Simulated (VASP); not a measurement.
# CdS (F-43m) in VASP: a series of runs

Aim: see how the results for CdS move with the level of theory and the settings. Levels: revPBE+D4, revPBE+D3(BJ). Tasks: single point.

Everything below comes from runs of VASP 6.6.1. Logs are shortened: lines on timing, memory, paths and dates and some standing lists are left out, and cuts for length are marked.

### Step 1. The cell of the first run

Symmetry: F-43m, No. 216, cubic system. The conventional cell has a = 5.846 Å, b = 5.846 Å, c = 5.846 Å, α = 90.00°, β = 90.00°, γ = 90.00°. Within 3.3 Å of Cd (site symmetry -43m) lie 4 S at 2.53 Å. Within 3.3 Å of S (site symmetry -43m) lie 4 Cd at 2.53 Å.

### Step 2. Single point, revPBE+D4

Input file INCAR:

```
PREC = Accurate ; ENCUT = 520
EDIFF = 1E-6 ; ISMEAR = 0
SIGMA = 0.05 ; LREAL = False
LASPH = True ; NELM = 60
ALGO = Normal ; ISIF = 2
LWAVE = False ; LCHARG = False
GGA = RE ; IVDW = 13
NBANDS = 16
```

Input file KPOINTS:

```
regular mesh
0
Gamma
  8 8 8
```

Input file POSCAR:

```
CdS
1.0
    0.0000000000      2.9229651267      2.9229651267
    2.9229651267      0.0000000000      2.9229651267
    2.9229651267      2.9229651267      0.0000000000
Cd S
1 1
Direct
    0.0000000000      0.0000000000      0.0000000000
    0.7500000000      0.7500000000      0.7500000000
```

Potentials or basis: VASP PAW PBE potentials, release 64 (Cd, S).

Command:

```bash
$ cat potpaw_PBE.64/Cd/POTCAR potpaw_PBE.64/S/POTCAR > POTCAR
$ mpirun -np 1 vasp_std > vasp.out
```

OUTCAR:

```text
PREC = Accurate
   ENCUT = 520
   EDIFF = 1E-6
   ISMEAR = 0
   LREAL = False
   LASPH = True
   NELM = 60
   ISIF = 2
   GGA = RE
   IVDW = 13

 ion  position               nearest neighbor table
   1  0.000  0.000  0.000-   2 2.53   2 2.53   2 2.53   2 2.53
   2  0.750  0.750  0.750-   1 2.53   1 2.53   1 2.53   1 2.53

  LATTYP: Found a face centered cubic cell.
 ALAT       =     5.8459302534

  Lattice vectors:

 A1 = (   0.0000000000,   2.9229651267,   2.9229651267)
 A2 = (   2.9229651267,   0.0000000000,   2.9229651267)
 A3 = (   2.9229651267,   2.9229651267,   0.0000000000)

Analysis of symmetry for initial positions (statically):
=====================================================================
 Subroutine PRICEL returns:
 Original cell was already a primitive cell.

 Routine SETGRP: Setting up the symmetry group for a
 face centered cubic supercell.

 Subroutine GETGRP returns: Found 24 space group operations
 (whereof 24 operations were pure point group operations)
 out of a pool of 48 trial point group operations.

The static configuration has the point symmetry T_d .

Analysis of symmetry for dynamics (positions and initial velocities):
=====================================================================
 Subroutine PRICEL returns:
 Original cell was already a primitive cell.

 Routine SETGRP: Setting up the symmetry group for a
 face centered cubic supercell.

 Subroutine GETGRP returns: Found 24 space group operations
 (whereof 24 operations were pure point group operations)
 out of a pool of 48 trial point group operations.

The dynamic configuration has the point symmetry T_d .

 Subroutine INISYM returns: Found 24 space group operations
 (whereof 24 operations are pure point group operations),
 and found     1 'primitive' translations

----------------------------------------------------------------------------------------

                                     Primitive cell

  volume of cell :      49.9460

  direct lattice vectors                    reciprocal lattice vectors
     0.000000000  2.922965127  2.922965127    -0.171059174  0.171059174  0.171059174
     2.922965127  0.000000000  2.922965127     0.171059174 -0.171059174  0.171059174
     2.922965127  2.922965127  0.000000000     0.171059174  0.171059174 -0.171059174

  length of vectors
     4.133696925  4.133696925  4.133696925     0.296283180  0.296283180  0.296283180

  position of ions in fractional coordinates (direct lattice)
     0.000000000  0.000000000  0.000000000
     0.750000000  0.750000000  0.750000000

  ion indices of the primitive-cell ions
   primitive index   ion index
                 1           1
                 2           2

----------------------------------------------------------------------------------------

 KPOINTS: regular mesh

Automatic generation of k-mesh.
 Grid dimensions read from file:
 generate k-points for:    8    8    8

 Generating k-lattice:

  Cartesian coordinates                     Fractional coordinates (reciprocal lattice)
    -0.021382397  0.021382397  0.021382397     0.125000000  0.000000000  0.000000000
     0.021382397 -0.021382397  0.021382397     0.000000000  0.125000000  0.000000000
     0.021382397  0.021382397 -0.021382397     0.000000000  0.000000000  0.125000000

  Length of vectors
     0.037035398  0.037035398  0.037035398

  Shift w.r.t. Gamma in fractional coordinates (k-lattice)
     0.000000000  0.000000000  0.000000000

 Subroutine IBZKPT returns following result:
 ===========================================

 Found     29 irreducible k-points:

 Following reciprocal coordinates:
            Coordinates               Weight
  0.000000  0.000000  0.000000      1.000000
  0.125000  0.000000  0.000000      8.000000
  0.250000  0.000000  0.000000      8.000000
  0.375000  0.000000  0.000000      8.000000
  0.500000  0.000000  0.000000      4.000000
  0.125000  0.125000  0.000000      6.000000
[... 16 lines left out ...]
  0.500000  0.250000  0.125000     48.000000
 -0.375000  0.250000  0.125000     24.000000
 [... further k-points ...]
   k-points           NKPTS =     29   k-points in BZ     NKDIM =     29   number of bands    NBANDS=     16
   number of dos      NEDOS =    301   number of ions     NIONS =      2
   total plane-waves  NPLWV =  32768
   dimension x,y,z NGX =    32 NGY =   32 NGZ =   32
   dimension x,y,z NGXF=    64 NGYF=   64 NGZF=   64
   ions per type =               1   1
   NGX,Y,Z   is equivalent  to a cutoff of  12.87, 12.87, 12.87 a.u.
   NGXF,Y,Z  is equivalent  to a cutoff of  25.74, 25.74, 25.74 a.u.
 SYSTEM =  unknown system
   PREC   = accura    normal or accurate (medium, high low for compatibility)
   ISTART =      0    job   : 0-new  1-cont  2-samecut
   ICHARG =      2    charge: 1-file 2-atom 10-const
   ISPIN  =      1    spin polarized calculation?
   LNONCOLLINEAR =      F non collinear calculations
   LSORBIT =      F    spin-orbit coupling
   LASPH  =      T    aspherical Exc in radial PAW
   ENCUT  =  520.0 eV  38.22 Ry    6.18 a.u.   7.69  7.69  7.69*2*pi/ulx,y,z
   NELM   =     60;   NELMIN=  2; NELMDL= -5     # of ELM steps
   EDIFF  = 0.1E-05   stopping-criterion for ELM
   LREAL  =      F    real-space projection
   EDIFFG = 0.1E-04   stopping-criterion for IOM
   NSW    =      0    number of steps for IOM
   IBRION =     -1    ionic relax: 0-MD 1-quasi-New 2-CG
   NFREE  =      0    steps in history (QN), initial steepest desc. (CG)
   ISIF   =      2    stress and relaxation
   ISYM   =      2    0-nonsym 1-usesym 2-fastsym
   POTIM  = 0.5000    time-step for ionic-motion
   TEBEG  =    0.0;   TEEND  =   0.0 temperature during run
   PSTRESS=    0.0 pullay stress
   NELECT =      18.0000    total number of electrons
   NUPDOWN=      -1.0000    fix difference up-down
   EMIN   =  10.00;   EMAX   =-10.00  energy-range for DOS
   EFERMI =   0.00;   METHOD = LEGACY
   ISMEAR =     0;   SIGMA  =   0.05  broadening in eV -4-tet -1-fermi 0-gaus
   EFERMI_NEDOS =   21; number of points for ismear=-14 and -15
   IALGO  =     38    algorithm
   IMIX   =      4    mixing-type and parameters
     AMIX     =   0.40;   BMIX     =  1.00
     AMIX_MAG =   1.60;   BMIX_MAG =  1.00
  volume/ion in A,a.u.               =      24.97       168.53
  Fermi-wavevector in a.u.,A,eV,Ry     =   1.165016  2.201562 18.466687  1.357263
  Thomas-Fermi vector in A             =   2.301547
   LORBIT       =      0    0 simple, 1 ext, 2 COOP (PROOUT), +10 PAW based schemes
   GGA     = RE    functional components
   LHFCALC =     F    Hartree Fock is set to
   AEXX    =    0.0000 exact exchange contribution
   IVDW    =    13    specifies the selected vdW correction
   LEPSILON=     F    determine dielectric tensor
   LRPA    =     F    only Hartree local field effects (RPA)
 non-spin polarized calculation
 Gauss-broadening in eV      SIGMA  =   0.05
  energy-cutoff  :      520.00
  volume of cell :       49.95
 maximum number of plane-waves:      1365
   NGX = 15   NGY = 15   NGZ = 15

 number of electron      18.0000005 magnetization

 Free energy of the ion-electron system (eV)
  ---------------------------------------------------
  ext. energy  EPLUGINS =         0.00000000
  ---------------------------------------------------
  free energy    TOTEN  =        -5.54175189 eV

  energy without entropy =       -5.54175189  energy(sigma->0) =       -5.54175189

 E-fermi :   1.5702     XC(G=0):  -8.9338

 val. band max:        1.3455851803   @ k =   0.0000   0.0000   0.0000
 cond. band min:       2.6171159771   @ k =   0.0000   0.0000   0.0000
 fundamental gap:      1.2715307968
 Fermi energy:         1.5701540665

 k-point     1 :       0.0000    0.0000    0.0000
  band No.  band energies     occupation
      1     -10.9655      2.00000
      2      -6.3581      2.00000
      3      -6.3581      2.00000
      4      -6.3581      2.00000
      5      -5.8895      2.00000
      6      -5.8895      2.00000
[... 8 lines left out ...]
     15      12.8124      0.00000
     16      12.9606      0.00000

 k-point     2 :       0.1250    0.0000    0.0000
  band No.  band energies     occupation
      1     -10.9053      2.00000
      2      -6.3360      2.00000
      3      -6.3360      2.00000
      4      -6.3033      2.00000
      5      -5.8904      2.00000
      6      -5.8904      2.00000
[... 8 lines left out ...]
     15      12.2542      0.00000
     16      13.5282      0.00000

 k-point     3 :       0.2500    0.0000    0.0000
  band No.  band energies     occupation
      1     -10.7593      2.00000
      2      -6.2884      2.00000
      3      -6.2883      2.00000
      4      -6.1098      2.00000
      5      -5.8850      2.00000
      6      -5.8850      2.00000
[... 8 lines left out ...]
     15      12.0305      0.00000
     16      12.8668      0.00000

 k-point     4 :       0.3750    0.0000    0.0000
  band No.  band energies     occupation
      1     -10.6137      2.00000
      2      -6.2515      2.00000
      3      -6.2515      2.00000
      4      -5.8655      2.00000
      5      -5.8655      2.00000
      6      -5.7605      2.00000
[... 8 lines left out ...]
     15      12.8727      0.00000
     16      12.8727      0.00000
[... 324 lines left out ...]
 k-point    22 :       0.3750    0.2500    0.1250
  band No.  band energies     occupation
      1     -10.6523      2.00000
      2      -6.2367      2.00000
      3      -6.2111      2.00000
      4      -6.0456      2.00000
      5      -5.8802      2.00000
      6      -5.8287      2.00000
[... 8 lines left out ...]
     15      13.3601      0.00000
     16      15.3493      0.00000

 k-point    23 :       0.5000    0.2500    0.1250
  band No.  band energies     occupation
      1     -10.5378      2.00000
      2      -6.2012      2.00000
      3      -6.1765      2.00000
      4      -5.9513      2.00000
      5      -5.8561      2.00000
      6      -5.5970      2.00000
[... 8 lines left out ...]
     15      14.2217      0.00000
     16      14.4521      0.00000

 k-point    24 :      -0.3750    0.2500    0.1250
  band No.  band energies     occupation
      1     -10.4912      2.00000
      2      -6.1962      2.00000
      3      -6.1602      2.00000
      4      -5.9129      2.00000
      5      -5.8629      2.00000
      6      -5.4013      2.00000
[... 8 lines left out ...]
     15      13.7125      0.00000
     16      14.5147      0.00000

 [... further k-points ...]

------------------------ aborting loop because EDIFF is reached ----------------------------------------

  DFT-D4 for vdW energy calculation

  Edisp (eV):   -1.08167

  FORCE on cell =-STRESS in cart. coord.  units (eV):
  Direction    XX          YY          ZZ          XY          YZ          ZX
  --------------------------------------------------------------------------------------
  -------------------------------------------------------------------------------------
  Total       0.10486     0.10486     0.10486     0.00000     0.00000     0.00000
  in kB       3.36386     3.36386     3.36386     0.00000     0.00000     0.00000
  external pressure =        3.36 kB  Pullay stress =        0.00 kB

 VOLUME and BASIS-vectors are now :
 -----------------------------------------------------------------------------
  energy-cutoff  :      520.00
  volume of cell :       49.95
      direct lattice vectors                 reciprocal lattice vectors
     0.000000000  2.922965127  2.922965127    -0.171059174  0.171059174  0.171059174
     2.922965127  0.000000000  2.922965127     0.171059174 -0.171059174  0.171059174
     2.922965127  2.922965127  0.000000000     0.171059174  0.171059174 -0.171059174

 POSITION                                       TOTAL-FORCE (eV/Angst)
 -----------------------------------------------------------------------------------
      0.00000      0.00000      0.00000        -0.000000      0.000000      0.000000
      4.38445      4.38445      4.38445         0.000000     -0.000000     -0.000000
 -----------------------------------------------------------------------------------
    total drift:                                0.000001      0.000001      0.000000

  FREE ENERGIE OF THE ION-ELECTRON SYSTEM (eV)
  ---------------------------------------------------
  free  energy   TOTEN  =        -6.6234250791 eV

  energy  without entropy=       -6.6234250791  energy(sigma->0) =       -6.62342508
```

Run time: 26 s. Hardware: 1 thread of AMD EPYC 7R43 (Zen 3), shared host; peak memory 0.14 GiB.

Results:

```yaml
Free_energy: -6.6234 eV
Pressure: 0.3 GPa
Band_gap_on_the_k_mesh: 1.27 eV, direct
Dispersion_energy_per_atom: -0.541 eV
```

Levels at points of the mesh, in eV from the valence-band top:
```csv
k point,band 7,band 8,band 9,band 10,band 11,band 12
"(0.00, 0.00, 0.00)",0.00,0.00,0.00,1.27,6.61,6.61
"(0.50, 0.00, 0.00)",-4.32,-0.74,-0.74,3.11,7.07,7.07
"(0.50, 0.50, 0.00)",-3.89,-1.84,-1.84,3.70,4.42,9.37
```

Caveat: the PAW data sets were made with another functional, which shifts forces and pressure a little.

### Step 3. Single point, revPBE+D4 (volume scaled by 1.02)

Input file INCAR:

```
SYSTEM = CdS
PREC     = Accurate       ! precision mode
ENCUT    = 520            ! plane-wave cutoff, eV
EDIFF    = 1E-6           ! SCF threshold, eV
ISMEAR   = 0              ! smearing method
SIGMA    = 0.05           ! smearing width, eV
LREAL    = .False.        ! projectors in reciprocal space
LASPH    = .True.         ! aspherical terms in the spheres
NELM     = 100            ! most SCF steps
ALGO     = Normal         ! electronic algorithm
ISIF     = 2              ! what is computed and relaxed
LWAVE    = .False.        ! write WAVECAR
LCHARG   = .True.         ! write CHGCAR
GGA      = RE             ! functional
IVDW     = 13             ! dispersion correction
LELF     = .True.         ! ELF
LVHAR    = .True.       
NBANDS   = 16             ! bands
```

Input file KPOINTS:

```
Automatic mesh
0
Gamma
  8 8 8
  0 0 0
```

Input file POSCAR:

```
CdS
1.0
    0.0000000000      2.9423230758      2.9423230758
    2.9423230758      0.0000000000      2.9423230758
    2.9423230758      2.9423230758      0.0000000000
Cd S
1 1
Direct
    0.0000000000      0.0000000000      0.0000000000
    0.7500000000      0.7500000000      0.7500000000
```

Potentials or basis: VASP PAW PBE potentials, release 64 (Cd, S).

Command:

```bash
$ cat potpaw_PBE.64/Cd/POTCAR potpaw_PBE.64/S/POTCAR > POTCAR
$ mpirun -np 1 vasp_std > vasp.out
```

It took 26 s on 1 thread of AMD EPYC 7R43 (Zen 3), shared host; peak memory 0.14 GiB.

It converged, with:

| Item | Value |
| --- | --- |
| Free energy | -6.6221 eV |
| Pressure | -0.8 GPa |
| Band gap on the k mesh | 1.23 eV, direct |
| Dispersion energy per atom | -0.529 eV |

Levels at points of the mesh, in eV from the valence-band top:
```tsv
k point	band 6	band 7	band 8	band 9	band 10	band 11	band 12	band 13
(0.00, 0.00, 0.00)	-7.19	0.00	0.00	0.00	1.23	6.61	6.61	6.61
(0.50, 0.00, 0.00)	-6.83	-4.20	-0.71	-0.71	3.08	7.07	7.07	7.56
(0.50, 0.50, 0.00)	-6.77	-3.80	-1.77	-1.77	3.74	4.39	9.29	10.72
```

Caveat: the PAW data sets were made with another functional, which shifts forces and pressure a little.

### Step 4. Single point, revPBE+D3(BJ) (volume scaled by 1.02)

Input file INCAR:

```
SYSTEM = CdS
ALGO     = Normal         ! electronic algorithm
EDIFF    = 1E-7           ! SCF threshold, eV
ENCUT    = 520            ! plane-wave cutoff, eV
GGA      = RE             ! functional
ISIF     = 2              ! what is computed and relaxed
ISMEAR   = 0              ! smearing method
IVDW     = 12             ! dispersion correction
LASPH    = .TRUE.         ! aspherical terms in the spheres
LCHARG   = .FALSE.        ! write CHGCAR
LREAL    = .FALSE.        ! projectors in reciprocal space
LWAVE    = .FALSE.        ! write WAVECAR
NBANDS   = 16             ! bands
NELM     = 60             ! most SCF steps
PREC     = Accurate       ! precision mode
SIGMA    = 0.05           ! smearing width, eV
```

Input file KPOINTS:

```
k-points
0
G
  8 8 8
  0 0 0
```

Input file POSCAR:

```
CdS
1.0
    0.0000000000      2.9368032774      2.9368032774
    2.9368032774      0.0000000000      2.9368032774
    2.9368032774      2.9368032774      0.0000000000
Cd S
1 1
Direct
    0.0000000000      0.0000000000      0.0000000000
    0.7500000000      0.7500000000      0.7500000000
```

Command:

```bash
$ cat potpaw_PBE.64/Cd/POTCAR potpaw_PBE.64/S/POTCAR > POTCAR
$ mpirun -np 1 vasp_std > vasp.out
```

It took 26 s on 1 thread of AMD EPYC 7R43 (Zen 3), shared host; peak memory 0.15 GiB.

It converged, with:

```yaml
Free_energy: -6.7129 eV
Pressure: -0.8 GPa
Band_gap_on_the_k_mesh: 1.24 eV, direct
Dispersion_energy_per_atom: -0.577 eV
```

Levels at points of the mesh, in eV from the valence-band top:
| k point | band 5 | band 6 | band 7 | band 8 | band 9 | band 10 | band 11 | band 12 | band 13 | band 14 |
| --- | --- | --- | --- | --- | --- | --- | --- | --- | --- | --- |
| (0.00, 0.00, 0.00) | -7.21 | -7.21 | 0.00 | 0.00 | 0.00 | 1.24 | 6.61 | 6.61 | 6.61 | 11.45 |
| (0.50, 0.00, 0.00) | -7.17 | -6.84 | -4.23 | -0.72 | -0.72 | 3.09 | 7.07 | 7.07 | 7.57 | 11.23 |
| (0.50, 0.50, 0.00) | -7.12 | -6.78 | -3.83 | -1.79 | -1.79 | 3.73 | 4.40 | 9.31 | 10.75 | 10.75 |

Caveat: the PAW data sets were made with another functional, which shifts forces and pressure a little.

### Step 5. Overview

| level | cell | gap on the mesh (eV) | pressure (GPa) |
| --- | --- | --- | --- |
| revPBE+D4 | a = 4.134 Å, angles 60.0°, 2 atoms | 1.27 | 0.3 |
| revPBE+D4 | a = 4.161 Å, angles 60.0°, 2 atoms | 1.23 | -0.8 |
| revPBE+D3(BJ) | a = 4.153 Å, angles 60.0°, 2 atoms | 1.24 | -0.8 |

Alike in all rows: task single point; potentials or basis VASP PAW PBE potentials, release 64 (Cd, S); no spin polarisation; k mesh 8 × 8 × 8; cutoff (eV) 520; smearing gaussian 0.05 eV.

Caveats: the PAW data sets were made with another functional, which shifts forces and pressure a little.

Absolute energies hang on the potentials; compare differences alone.
